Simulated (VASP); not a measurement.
## Dy2Ti: relaxation of cell and atoms with PBE

Crystal: Dy2Ti.

```
Dy Ti
1.0
     0.00000    3.17237    3.17237
     3.17237    0.00000    3.17237
     3.17237    3.17237    0.00000
Dy Ti
2 1
Direct
  0.25000 0.25000 0.25000
  0.75000 0.75000 0.75000
  0.00000 0.00000 0.00000
```

The cell was generated, and may not be a known phase.

```yaml
Program: VASP 6.6.1
Task: relaxation of cell and atoms
Functional: PBE
Potentials_or_basis: VASP PAW PBE potentials, release 64 (Dy_3, Ti_sv), 4f in core
Cutoff: 500 eV
k_mesh: 5 × 5 × 5
Occupations: gaussian, width 0.2 eV
Spin: no spin polarisation
Dipole_correction: no
Further_INCAR_settings: ALGO = Normal; EDIFF = 1e-07; IBRION = 2; EDIFFG = -0.08; NSW = 36; ISIF = 3
```

```yaml
Relaxed_volume: 30.31 Å³/atom
Relaxed_cell: a = 5.047 Å, b = 5.047 Å, c = 5.047 Å, α = 60.00°, β = 60.00°, γ = 60.00°
Space_group_after_relaxing_to_0.1_Å: Fm-3m (No. 225)
Energy_gained_by_relaxing: 533.5 meV/atom
Ionic_steps: 3
Pressure_after_relaxing: 0.2 GPa
Band_gap_on_the_k_mesh: zero (bands 15 and 16 overlap by 0.54 eV)
```

Step by step:
```csv
step,energy change (eV),largest force (eV/Å),pressure (GPa),volume (Å³)
1,0.0000,0.0000,23.58,63.85
2,-1.5564,0.0000,-2.22,97.39
3,-1.6004,0.0000,0.17,90.92
```

Final structure:
```
Dy Ti
1.0
     0.00000    3.56896    3.56896
     3.56896    0.00000    3.56896
     3.56896    3.56896    0.00000
Dy Ti
2 1
Direct
  0.25000 0.25000 0.25000
  0.75000 0.75000 0.75000
  0.00000 0.00000 0.00000
```

Levels at points of the mesh, in eV from the Fermi level:
```csv
k point,band 12,band 13,band 14,band 15,band 16,band 17,band 18,band 19
"(0.00, 0.00, 0.00)",-1.10,-1.10,-0.34,-0.34,-0.34,0.45,0.45,0.45
```

Run time: 110 s on 1 thread of Intel Xeon 8259CL (shared host), peak memory 0.21 GiB.

Caveat: the volume moved by over 15 % at a fixed basis, so the end points are rough; spin-orbit coupling is left out, which moves the levels of the heavy elements; the 4f electrons are frozen in the core, so they carry no moment and show no levels. Spin polarisation is off, so any magnetic state and its effect on volume and gap are missing.
